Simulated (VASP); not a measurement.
# ZrC (Fm-3m) in VASP: notebook

ZrC is run at these levels: PBE; tasks: single point.

All numbers are computed with VASP 6.6.1; they aren't measurements. Logs are shortened: lines on timing, memory, paths and dates and some standing lists are left out, and cuts for length are marked.

### Step 1. The cell of the first run

Symmetry: Fm-3m, No. 225, cubic system. Conventional cell: a = 4.563 Å, b = 4.563 Å, c = 4.563 Å, α = 90.00°, β = 90.00°, γ = 90.00°. Within 3.0 Å of Zr (site symmetry m-3m) lie 6 C at 2.28 Å. C (site symmetry m-3m) has 6 Zr at 2.28 Å within 3.0 Å.

### Step 2. Single point, PBE (volume scaled by 0.91)

INCAR reads:

```
SYSTEM = ZrC
PREC = Accurate
ENCUT = 520
EDIFF = 1E-6
ISMEAR = 0
SIGMA = 0.1
LREAL = .False.
LASPH = .True.
NELM = 60
ALGO = Normal
ISIF = 2
LWAVE = .False.
LCHARG = .False.
GGA = PE
NBANDS = 15
```

KPOINTS reads:

```
Automatic mesh
0
Gamma
  20 20 20
  0 0 0
```

POSCAR reads:

```
ZrC
1.0
    0.0000000000      2.2815212562      2.2815212562
    2.2815212562      0.0000000000      2.2815212562
    2.2815212562      2.2815212562      0.0000000000
Zr C
1 1
Direct
    0.5000000000      0.5000000000      0.5000000000
    0.0000000000      0.0000000000      0.0000000000
```

Potentials or basis: VASP PAW PBE potentials, release 64 (Zr_sv, C).

Command:

```sh
cat potpaw_PBE.64/Zr_sv/POTCAR potpaw_PBE.64/C/POTCAR > POTCAR
mpirun -np 1 vasp_std > vasp.out
```

OUTCAR:

```text
SYSTEM = ZrC
   PREC = Accurate
   ENCUT = 520
   EDIFF = 1E-6
   ISMEAR = 0
   LREAL = .False.
   LASPH = .True.
   NELM = 60
   ISIF = 2
   GGA = PE

 ion  position               nearest neighbor table
   1  0.500  0.500  0.500-   2 2.28   2 2.28   2 2.28   2 2.28   2 2.28   2 2.28
   2  0.000  0.000  0.000-   1 2.28   1 2.28   1 2.28   1 2.28   1 2.28   1 2.28

  LATTYP: Found a face centered cubic cell.
 ALAT       =     4.5630425124

  Lattice vectors:

 A1 = (   0.0000000000,   2.2815212562,   2.2815212562)
 A2 = (   2.2815212562,   0.0000000000,   2.2815212562)
 A3 = (   2.2815212562,   2.2815212562,   0.0000000000)

Analysis of symmetry for initial positions (statically):
=====================================================================
 Subroutine PRICEL returns:
 Original cell was already a primitive cell.

 Routine SETGRP: Setting up the symmetry group for a
 face centered cubic supercell.

 Subroutine GETGRP returns: Found 48 space group operations
 (whereof 48 operations were pure point group operations)
 out of a pool of 48 trial point group operations.

The static configuration has the point symmetry O_h .

Analysis of symmetry for dynamics (positions and initial velocities):
=====================================================================
 Subroutine PRICEL returns:
 Original cell was already a primitive cell.

 Routine SETGRP: Setting up the symmetry group for a
 face centered cubic supercell.

 Subroutine GETGRP returns: Found 48 space group operations
 (whereof 48 operations were pure point group operations)
 out of a pool of 48 trial point group operations.

The dynamic configuration has the point symmetry O_h .

 Subroutine INISYM returns: Found 48 space group operations
 (whereof 48 operations are pure point group operations),
 and found     1 'primitive' translations

----------------------------------------------------------------------------------------

                                     Primitive cell

  volume of cell :      23.7522

  direct lattice vectors                    reciprocal lattice vectors
     0.000000000  2.281521256  2.281521256    -0.219152024  0.219152024  0.219152024
     2.281521256  0.000000000  2.281521256     0.219152024 -0.219152024  0.219152024
     2.281521256  2.281521256  0.000000000     0.219152024  0.219152024 -0.219152024

  length of vectors
     3.226558303  3.226558303  3.226558303     0.379582439  0.379582439  0.379582439

  position of ions in fractional coordinates (direct lattice)
     0.500000000  0.500000000  0.500000000
     0.000000000  0.000000000  0.000000000

  ion indices of the primitive-cell ions
   primitive index   ion index
                 1           1
                 2           2

----------------------------------------------------------------------------------------

 KPOINTS: Automatic mesh

Automatic generation of k-mesh.
 Grid dimensions read from file:
 generate k-points for:   20   20   20

 Generating k-lattice:

  Cartesian coordinates                     Fractional coordinates (reciprocal lattice)
    -0.010957601  0.010957601  0.010957601     0.050000000  0.000000000  0.000000000
     0.010957601 -0.010957601  0.010957601     0.000000000  0.050000000  0.000000000
     0.010957601  0.010957601 -0.010957601     0.000000000  0.000000000  0.050000000

  Length of vectors
     0.018979122  0.018979122  0.018979122

  Shift w.r.t. Gamma in fractional coordinates (k-lattice)
     0.000000000  0.000000000  0.000000000

 Subroutine IBZKPT returns following result:
 ===========================================

 Found    256 irreducible k-points:

 Following reciprocal coordinates:
            Coordinates               Weight
  0.000000  0.000000  0.000000      1.000000
  0.050000  0.000000  0.000000      8.000000
  0.100000  0.000000  0.000000      8.000000
  0.150000  0.000000  0.000000      8.000000
  0.200000  0.000000  0.000000      8.000000
  0.250000  0.000000  0.000000      8.000000
[... 16 lines left out ...]
 -0.400000  0.050000  0.000000     24.000000
 -0.350000  0.050000  0.000000     24.000000
 [... further k-points ...]
   k-points           NKPTS =    256   k-points in BZ     NKDIM =    256   number of bands    NBANDS=     15
   number of dos      NEDOS =    301   number of ions     NIONS =      2
   total plane-waves  NPLWV =  13824
   dimension x,y,z NGX =    24 NGY =   24 NGZ =   24
   dimension x,y,z NGXF=    48 NGYF=   48 NGZF=   48
   ions per type =               1   1
   NGX,Y,Z   is equivalent  to a cutoff of  12.37, 12.37, 12.37 a.u.
   NGXF,Y,Z  is equivalent  to a cutoff of  24.73, 24.73, 24.73 a.u.
 SYSTEM =  ZrC
   PREC   = accura    normal or accurate (medium, high low for compatibility)
   ISTART =      0    job   : 0-new  1-cont  2-samecut
   ICHARG =      2    charge: 1-file 2-atom 10-const
   ISPIN  =      1    spin polarized calculation?
   LNONCOLLINEAR =      F non collinear calculations
   LSORBIT =      F    spin-orbit coupling
   LASPH  =      T    aspherical Exc in radial PAW
   ENCUT  =  520.0 eV  38.22 Ry    6.18 a.u.   6.00  6.00  6.00*2*pi/ulx,y,z
   NELM   =     60;   NELMIN=  2; NELMDL= -5     # of ELM steps
   EDIFF  = 0.1E-05   stopping-criterion for ELM
   LREAL  =      F    real-space projection
[... 7 lines left out ...]
   TEBEG  =    0.0;   TEEND  =   0.0 temperature during run
   PSTRESS=    0.0 pullay stress
   NELECT =      16.0000    total number of electrons
   NUPDOWN=      -1.0000    fix difference up-down
   EMIN   =  10.00;   EMAX   =-10.00  energy-range for DOS
   EFERMI =   0.00;   METHOD = LEGACY
   ISMEAR =     0;   SIGMA  =   0.10  broadening in eV -4-tet -1-fermi 0-gaus
   EFERMI_NEDOS =   21; number of points for ismear=-14 and -15
   IALGO  =     38    algorithm
   IMIX   =      4    mixing-type and parameters
     AMIX     =   0.40;   BMIX     =  1.00
     AMIX_MAG =   1.60;   BMIX_MAG =  1.00
  volume/ion in A,a.u.               =      11.88        80.14
  Fermi-wavevector in a.u.,A,eV,Ry     =   1.435094  2.711934 28.021122  2.059494
  Thomas-Fermi vector in A             =   2.554430
   LORBIT       =      0    0 simple, 1 ext, 2 COOP (PROOUT), +10 PAW based schemes
   GGA     = PE    functional components
   LHFCALC =     F    Hartree Fock is set to
   AEXX    =    0.0000 exact exchange contribution
   IVDW    =     0    specifies the selected vdW correction
   LEPSILON=     F    determine dielectric tensor
   LRPA    =     F    only Hartree local field effects (RPA)
 non-spin polarized calculation
 Gauss-broadening in eV      SIGMA  =   0.10
  energy-cutoff  :      520.00
  volume of cell :       23.75
 maximum number of plane-waves:       652
   NGX = 11   NGY = 11   NGZ = 11

 number of electron      15.9999999 magnetization

 Free energy of the ion-electron system (eV)
  ---------------------------------------------------
  ext. energy  EPLUGINS =         0.00000000
  ---------------------------------------------------
  free energy    TOTEN  =       -19.28541099 eV

  energy without entropy =      -19.28391765  energy(sigma->0) =      -19.28466432

 E-fermi :  10.7032     XC(G=0): -12.5797

 val. band max:       10.6911477128   @ k =   0.5000   0.4500   0.0000
 cond. band min:      10.7335938465   @ k =   0.1000   0.1000   0.0000
 fundamental gap:      0.0424461337
 Fermi energy:        10.7031920588

 k-point     1 :       0.0000    0.0000    0.0000
  band No.  band energies     occupation
      1     -37.0990      2.00000
      2     -14.7360      2.00000
      3     -14.7360      2.00000
      4     -14.7360      2.00000
      5      -0.9344      2.00000
      6      11.6272      0.00000
      7      11.6272      0.00000
      8      11.6272      0.00000
      9      11.7886      0.00000
     10      11.7886      0.00000
     11      11.7886      0.00000
     12      13.7442      0.00000
     13      13.7442      0.00000
     14      19.0334      0.00000
     15      21.2984      0.00000

 k-point     2 :       0.0500    0.0000    0.0000
  band No.  band energies     occupation
      1     -37.0953      2.00000
      2     -14.7678      2.00000
      3     -14.7386      2.00000
      4     -14.7386      2.00000
      5      -0.8675      2.00000
      6      11.0209      0.00001
      7      11.1988      0.00000
      8      11.1988      0.00000
      9      11.9734      0.00000
     10      11.9734      0.00000
     11      12.2623      0.00000
     12      14.1201      0.00000
     13      14.1201      0.00000
     14      19.1552      0.00000
     15      21.4779      0.00000

 k-point     3 :       0.1000    0.0000    0.0000
  band No.  band energies     occupation
      1     -37.0847      2.00000
      2     -14.8591      2.00000
      3     -14.7460      2.00000
      4     -14.7460      2.00000
      5      -0.6720      2.00000
      6      10.2454      2.00000
      7      10.5372      1.98112
      8      10.5372      1.98112
      9      12.2005      0.00000
     10      12.2005      0.00000
     11      12.6772      0.00000
     12      14.9480      0.00000
     13      14.9480      0.00000
     14      19.4896      0.00000
     15      21.9904      0.00000
[... 343 lines left out ...]
 k-point    23 :      -0.4000    0.0500    0.0000
  band No.  band energies     occupation
      1     -36.9555      2.00000
      2     -15.8279      2.00000
      3     -14.8619      2.00000
      4     -14.8276      2.00000
      5       2.1563      2.00000
      6       5.5267      2.00000
      7       7.5420      2.00000
      8       7.6858      2.00000
      9      15.0606      0.00000
     10      15.0771      0.00000
     11      15.9209      0.00000
     12      18.8961      0.00000
     13      20.7996      0.00000
     14      21.6175      0.00000
     15      24.9903      0.00000

 k-point    24 :      -0.3500    0.0500    0.0000
  band No.  band energies     occupation
      1     -36.9705      2.00000
      2     -15.7229      2.00000
      3     -14.8561      2.00000
      4     -14.8127      2.00000
      5       1.7083      2.00000
      6       6.0694      2.00000
      7       7.7248      2.00000
      8       7.9389      2.00000
      9      14.5011      0.00000
     10      14.5210      0.00000
     11      15.4338      0.00000
     12      19.5702      0.00000
     13      20.0985      0.00000
     14      20.9643      0.00000
     15      25.8089      0.00000

 [... further k-points ...]
[... 5 lines left out ...]
  --------------------------------------------------------------------------------------
  -------------------------------------------------------------------------------------
  Total        3.8031910      3.8031910      3.8031910     -0.0000000     -0.0000000      0.0000000
  in kB      256.5400412    256.5400412    256.5400412     -0.0000000     -0.0000000      0.0000000
  external PRESSURE =     256.5400412 kB  Pullay stress =       0.0000000 kB

 VOLUME and BASIS-vectors are now :
 -----------------------------------------------------------------------------
  energy-cutoff  :      520.00
  volume of cell :       23.75
      direct lattice vectors                 reciprocal lattice vectors
     0.000000000  2.281521256  2.281521256    -0.219152024  0.219152024  0.219152024
     2.281521256  0.000000000  2.281521256     0.219152024 -0.219152024  0.219152024
     2.281521256  2.281521256  0.000000000     0.219152024  0.219152024 -0.219152024

 POSITION                                       TOTAL-FORCE (eV/Angst)
 -----------------------------------------------------------------------------------
      2.28152      2.28152      2.28152        -0.000000     -0.000000      0.000000
      0.00000      0.00000      0.00000         0.000000      0.000000     -0.000000
 -----------------------------------------------------------------------------------
    total drift:                                0.000000     -0.000000      0.000000

  FREE ENERGIE OF THE ION-ELECTRON SYSTEM (eV)
  ---------------------------------------------------
  free  energy   TOTEN  =       -19.2854109930 eV

  energy  without entropy=      -19.2839176476  energy(sigma->0) =      -19.28466432
```

Wall time 25 s (1 thread of Intel Xeon 6975P-C (Granite Rapids), shared host); peak memory 0.21 GiB.

What came out:

* Free energy: -19.2854 eV
* Pressure: 25.7 GPa
* Band gap on the k mesh: zero (band 8 reaches 11.63 eV, above the bottom of band 9 at 10.29 eV)

Levels at points of the mesh, in eV from the Fermi level:
```csv
k point,band 4,band 5,band 6,band 7,band 8,band 9,band 10,band 11,band 12,band 13
"(0.00, 0.00, 0.00)",-25.44,-11.64,0.92,0.92,0.92,1.09,1.09,1.09,3.04,3.04
"(0.50, 0.00, 0.00)",-25.54,-8.10,-5.68,-3.28,-3.28,4.96,4.96,5.88,6.90,11.20
"(0.50, 0.50, 0.00)",-25.82,-10.57,-2.09,-1.91,0.13,0.13,4.91,6.30,6.30,9.12
```

### Step 3. Single point, PBE (volume scaled by 0.94)

INCAR reads:

```
SYSTEM = ZrC
PREC     = Accurate       ! precision mode
ENCUT    = 520            ! plane-wave cutoff, eV
EDIFF    = 1E-7           ! SCF threshold, eV
ISMEAR   = 0              ! smearing method
SIGMA    = 0.1            ! smearing width, eV
LREAL    = .False.        ! projectors in reciprocal space
LASPH    = .True.         ! aspherical terms in the spheres
NELM     = 60             ! most SCF steps
ALGO     = Normal         ! electronic algorithm
ISIF     = 2              ! what is computed and relaxed
LWAVE    = .False.        ! write WAVECAR
LCHARG   = .True.         ! write CHGCAR
GGA      = PE             ! functional
LELF     = .True.         ! ELF
LVHAR    = .True.       
NBANDS   = 15             ! bands
```

KPOINTS reads:

```
regular mesh
0
Gamma
  20 20 20
  0 0 0
```

POSCAR reads:

```
ZrC
1.0
    0.0000000000      2.3063223434      2.3063223434
    2.3063223434      0.0000000000      2.3063223434
    2.3063223434      2.3063223434      0.0000000000
Zr C
1 1
Direct
    0.5000000000      0.5000000000      0.5000000000
    0.0000000000      0.0000000000      0.0000000000
```

Potentials or basis: VASP PAW PBE potentials, release 64 (Zr_sv, C).

Command:

```sh
cat potpaw_PBE.64/Zr_sv/POTCAR potpaw_PBE.64/C/POTCAR > POTCAR
mpirun -np 1 vasp_std > vasp.out
```

OUTCAR:

```text
SYSTEM = ZrC
   PREC = Accurate
   ENCUT = 520
   EDIFF = 1E-7
   ISMEAR = 0
   LREAL = .False.
   LASPH = .True.
   NELM = 60
   ISIF = 2
   GGA = PE

 ion  position               nearest neighbor table
   1  0.500  0.500  0.500-   2 2.31   2 2.31   2 2.31   2 2.31   2 2.31   2 2.31
   2  0.000  0.000  0.000-   1 2.31   1 2.31   1 2.31   1 2.31   1 2.31   1 2.31

  LATTYP: Found a face centered cubic cell.
 ALAT       =     4.6126446868

  Lattice vectors:

 A1 = (   0.0000000000,   2.3063223434,   2.3063223434)
 A2 = (   2.3063223434,   0.0000000000,   2.3063223434)
 A3 = (   2.3063223434,   2.3063223434,   0.0000000000)

Analysis of symmetry for initial positions (statically):
=====================================================================
 Subroutine PRICEL returns:
 Original cell was already a primitive cell.

 Routine SETGRP: Setting up the symmetry group for a
 face centered cubic supercell.

 Subroutine GETGRP returns: Found 48 space group operations
 (whereof 48 operations were pure point group operations)
 out of a pool of 48 trial point group operations.

The static configuration has the point symmetry O_h .

Analysis of symmetry for dynamics (positions and initial velocities):
=====================================================================
 Subroutine PRICEL returns:
 Original cell was already a primitive cell.

 Routine SETGRP: Setting up the symmetry group for a
 face centered cubic supercell.

 Subroutine GETGRP returns: Found 48 space group operations
 (whereof 48 operations were pure point group operations)
 out of a pool of 48 trial point group operations.

The dynamic configuration has the point symmetry O_h .

 Subroutine INISYM returns: Found 48 space group operations
 (whereof 48 operations are pure point group operations),
 and found     1 'primitive' translations

----------------------------------------------------------------------------------------

[... 116 lines left out ...]
   LORBIT       =      0    0 simple, 1 ext, 2 COOP (PROOUT), +10 PAW based schemes
   GGA     = PE    functional components
   LHFCALC =     F    Hartree Fock is set to
   AEXX    =    0.0000 exact exchange contribution
   IVDW    =     0    specifies the selected vdW correction
   LEPSILON=     F    determine dielectric tensor
   LRPA    =     F    only Hartree local field effects (RPA)
 non-spin polarized calculation
 Gauss-broadening in eV      SIGMA  =   0.10
  energy-cutoff  :      520.00
  volume of cell :       24.54
 maximum number of plane-waves:       684
   NGX = 13   NGY = 13   NGZ = 13

 number of electron      16.0000000 magnetization

 Free energy of the ion-electron system (eV)
  ---------------------------------------------------
  ext. energy  EPLUGINS =         0.00000000
  ---------------------------------------------------
  free energy    TOTEN  =       -19.38677845 eV

  energy without entropy =      -19.38530404  energy(sigma->0) =      -19.38604125

 E-fermi :  10.3042     XC(G=0): -12.4155

 val. band max:       10.3020473786   @ k =   0.2500   0.2000   0.0000
 cond. band min:      10.3524314902   @ k =   0.1000   0.1000   0.0000
 fundamental gap:      0.0503841116
 Fermi energy:        10.3042118710

 k-point     1 :       0.0000    0.0000    0.0000
  band No.  band energies     occupation
      1     -37.6121      2.00000
      2     -15.2797      2.00000
      3     -15.2797      2.00000
      4     -15.2797      2.00000
      5      -1.2229      2.00000
      6      11.2260      0.00000
      7      11.2260      0.00000
      8      11.2260      0.00000
      9      11.3887      0.00000
     10      11.3887      0.00000
     11      11.3887      0.00000
     12      13.2551      0.00000
     13      13.2551      0.00000
     14      18.2473      0.00000
[... 401 lines left out ...]
      2     -16.1587      2.00000
      3     -15.3880      2.00000
      4     -15.3497      2.00000
      5       1.2987      2.00000
      6       5.7671      2.00000
      7       7.4405      2.00000
      8       7.6393      2.00000
      9      13.9880      0.00000
     10      14.0186      0.00000
     11      14.8810      0.00000
     12      18.8886      0.00000
     13      19.4098      0.00000
     14      20.2088      0.00000
     15      25.1000      0.00000

 [... further k-points ...]
[... 5 lines left out ...]
  --------------------------------------------------------------------------------------
  -------------------------------------------------------------------------------------
  Total        2.4306984      2.4306984      2.4306984     -0.0000000     -0.0000000      0.0000000
  in kB      158.7273075    158.7273075    158.7273075     -0.0000000     -0.0000000      0.0000000
  external PRESSURE =     158.7273075 kB  Pullay stress =       0.0000000 kB

 VOLUME and BASIS-vectors are now :
 -----------------------------------------------------------------------------
  energy-cutoff  :      520.00
  volume of cell :       24.54
      direct lattice vectors                 reciprocal lattice vectors
     0.000000000  2.306322343  2.306322343    -0.216795367  0.216795367  0.216795367
     2.306322343  0.000000000  2.306322343     0.216795367 -0.216795367  0.216795367
     2.306322343  2.306322343  0.000000000     0.216795367  0.216795367 -0.216795367

 POSITION                                       TOTAL-FORCE (eV/Angst)
 -----------------------------------------------------------------------------------
      2.30632      2.30632      2.30632        -0.000000     -0.000000      0.000000
      0.00000      0.00000      0.00000         0.000000      0.000000      0.000000
 -----------------------------------------------------------------------------------
    total drift:                                0.000000     -0.000000      0.000000

  FREE ENERGIE OF THE ION-ELECTRON SYSTEM (eV)
  ---------------------------------------------------
  free  energy   TOTEN  =       -19.3867784525 eV

  energy  without entropy=      -19.3853040442  energy(sigma->0) =      -19.38604125
```

stdout:

```text
POSCAR found type information on POSCAR ZrC
 POSCAR found :  2 types and       2 ions
 scaLAPACK will be used
 LDA part: xc-table for (Slater+PW92), standard interpolation
 POSCAR, INCAR and KPOINTS ok, starting setup
 FFT: planning ... GRIDC
 FFT: planning ... GRID_SOFT
 FFT: planning ... GRID
 WAVECAR not read
 entering main loop
```

Run time: 28 s. Hardware: 1 thread of Intel Xeon 6975P-C (Granite Rapids), shared host; peak memory 0.21 GiB.

Results:

* Free energy: -19.3868 eV
* Pressure: 15.9 GPa
* Band gap on the k mesh: zero (band 8 reaches 11.23 eV, above the bottom of band 9 at 9.90 eV)

(Part 1 of 2 ends here.)
